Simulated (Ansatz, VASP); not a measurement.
# One calculation of TiSe2, two programs

The input INCAR:

```
  ALGO = Normal
  EDIFF = 1E-6
  ENCUT = 500
  GGA = PE
  GGA_COMPAT = False
  ISIF = 2
  ISMEAR = -1
  LASPH = True
  LCHARG = False
  LREAL = False
  LWAVE = False
  NBANDS = 19
  NELM = 120
  PREC = Accurate
  SIGMA = 0.02
```

The input KPOINTS:

```
k-points
0
Gamma
  12 12 4
```

POSCAR

```
TiSe2
1.0
    3.5420252115      0.0000000000      0.0000000000
   -1.7710126058      3.0674838140      0.0000000000
    0.0000000000      0.0000000000      6.0915063938
Ti Se
1 2
Direct
    0.0000000000      0.0000000000      0.0000000000
    0.3333333333      0.6666666667      0.2498693004
    0.6666666667      0.3333333333      0.7501306996
```

Input for Ansatz:

```yaml
crystal:
  lattice:
    - [3.5420252115, 0.0, 0.0]
    - [-1.7710126058, 3.067483814, 0.0]
    - [0.0, 0.0, 6.0915063938]
  atoms:
    - { symbol: Ti, position: [0.0, 0.0, 0.0] }
    - { symbol: Se, position: [0.3333333333, 0.6666666667, 0.2498693004] }
    - { symbol: Se, position: [0.6666666667, 0.3333333333, 0.7501306996] }
kpoints:
  mp_grid: { grid: [12, 12, 4] }
  band_path:
    path:
      - [[0.0, 0.0, 0.0], [0.5, -3.164092637377e-17, 1.255455355938e-17], [0.3333333333333, 0.3333333333333, 8.369702372917e-18], [0.0, 0.0, 0.0], [2.504428834193e-34, -1.252214417097e-34, 0.5], [0.5, -3.271484022769e-17, 0.5], [0.3333333333333, 0.3333333333333, 0.5], [2.504428834193e-34, -1.252214417097e-34, 0.5]]
      - [[0.5, -3.271484022769e-17, 0.5], [0.5, -3.164092637377e-17, 1.255455355938e-17]]
      - [[0.3333333333333, 0.3333333333333, 0.5], [0.3333333333333, 0.3333333333333, 8.369702372917e-18]]
    npoints: 10
hamiltonian:
  xc: pbe
scf:
  occupations: { method: fermi_dirac, width: 0.02 }
  n_extra_bands: 4
output:
  forces: true
  stress: true
  eigenvalues: true
```

Alike in both runs: task single point; functional PBE; k mesh 12 × 12 × 4; occupations fermi-dirac, width 0.02 eV; no spin polarisation.

```csv
,VASP,Ansatz
version,VASP 6.6.1,Ansatz 0.2.0
potentials or method,"VASP PAW PBE potentials, release 64 (Ti_sv, Se)","plane waves, PAW"
plane-wave cutoff (eV),500,420
valence electrons in the cell,24,44
```

```csv
,VASP,Ansatz,Ansatz less VASP
pressure (GPa),1.7,1.6,-0.10
"traceless stress, the component that is largest in VASP (GPa)",0.78,0.77,-0.011
rms of the force components (eV/Å),0.094,0.085,-0.0083
```

Atom by atom the forces differ by 0.008 eV/Å (rms over components). VASP's potentials hold 24 valence electrons a cell and Ansatz's 44, so a difference there can come from the potentials and not from the codes.
